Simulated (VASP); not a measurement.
Wanted: the native input for a VASP 6.6.1 run.

```yaml
Task: single point
Functional: PBEsol
Potentials_or_basis: VASP PAW PBE potentials, release 64 (Os)
Cutoff: 520 eV
k_mesh: 8 × 8 × 8
Occupations: gaussian, width 0.1 eV
Spin: no spin polarisation
Dipole_correction: no
Further_INCAR_settings: ALGO = Fast; EDIFF = 1e-06; NBANDS = 10
```

The structure of Os lies in POSCAR:

```
Os
1.0
   -1.3498298943      1.3498298943      1.9126829421
    1.3498298943     -1.3498298943      1.9126829421
    1.3498298943      1.3498298943     -1.9126829421
Os
1
Direct
    0.0000000000      0.0000000000      0.0000000000
```

These files were run (other wordings do the same):

INCAR

```
ALGO = Fast ; EDIFF = 1E-6
ENCUT = 520 ; GGA = PS
ISIF = 2 ; ISMEAR = 0
LASPH = True ; LCHARG = False
LREAL = False ; LWAVE = False
NBANDS = 10 ; NELM = 60
PREC = Accurate ; SIGMA = 0.1
```

KPOINTS

```
k-points
0
Gamma
  8 8 8
```

Potentials or basis: VASP PAW PBE potentials, release 64 (Os).

Command:

```sh
$ cat potpaw_PBE.64/Os/POTCAR > POTCAR
$ mpirun -np 1 vasp_std > vasp.out
```

Results of the run:

| Item | Value |
| --- | --- |
| Pressure | 0.5 GPa |
| Band gap on the k mesh | zero (band 4 reaches 11.68 eV, above the bottom of band 5 at 8.29 eV) |

Caveat: the k points lie up to 0.41 Å⁻¹ apart; the PAW data sets were made with another functional, which shifts forces and pressure a little; spin-orbit coupling is left out, which moves the levels of the heavy elements.

Run time: 3.7 s on 1 thread of Intel(R) Xeon(R) 6975P-C (Granite Rapids) (shared host), peak memory 0.13 GiB.
